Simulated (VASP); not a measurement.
Write the native input for VASP 6.6.1 that does the following.

```
Task                   : single point
Functional             : PBE
Potentials or basis    : VASP PAW PBE potentials, release 64 (Rb_sv, Ag)
Cutoff                 : 520 eV
k mesh                 : 4 × 4 × 2
Occupations            : gaussian, width 0.2 eV
Spin                   : no spin polarisation
Dipole correction      : no
Further INCAR settings : ALGO = Fast; EDIFF = 1e-07; NBANDS = 38
```

The structure of Rb2Ag lies in POSCAR:

```
Rb2Ag
1.0
   -5.1080175436      0.0000000000      0.0000000000
    0.0000000000      0.0000000000     -7.3072463831
    0.0000000000    -10.2160350873      0.0000000000
Rb Ag
4 2
Direct
    0.5000000000      0.0000000000      0.7500000000
    0.5000000000      0.0000000000      0.2500000000
    1.0000000000      0.5000000000      1.0000000000
    1.0000000000      0.5000000000      0.5000000000
    1.0000000000      0.0000000000      1.0000000000
    1.0000000000      0.0000000000      0.5000000000
```

The input as run:

INCAR

```
SYSTEM = Rb2Ag
ALGO = Fast
EDIFF = 1E-7
ENCUT = 520
GGA = PE
ISIF = 2
ISMEAR = 0
LASPH = .TRUE.
LCHARG = .TRUE.
LELF = .TRUE.
LREAL = .FALSE.
LVHAR = .TRUE.
LWAVE = .FALSE.
NBANDS = 38
NELM = 60
PREC = Accurate
SIGMA = 0.2
```

KPOINTS

```
k-points
0
G
  4 4 2
  0 0 0
```

Potentials or basis: VASP PAW PBE potentials, release 64 (Rb_sv, Ag).

Command:

```bash
$ cat potpaw_PBE.64/Rb_sv/POTCAR potpaw_PBE.64/Ag/POTCAR > POTCAR
$ mpirun -np 1 vasp_std > vasp.out
```

Results of the run:

| Property | Result |
| --- | --- |
| Pressure | 0.0 GPa |
| Band gap on the k mesh | zero (bands 29 and 30 overlap by 1.02 eV) |

It took 4.6 min on 1 thread of Intel(R) Xeon(R) 6975P-C (Granite Rapids) (shared host), peak memory 0.54 GiB.
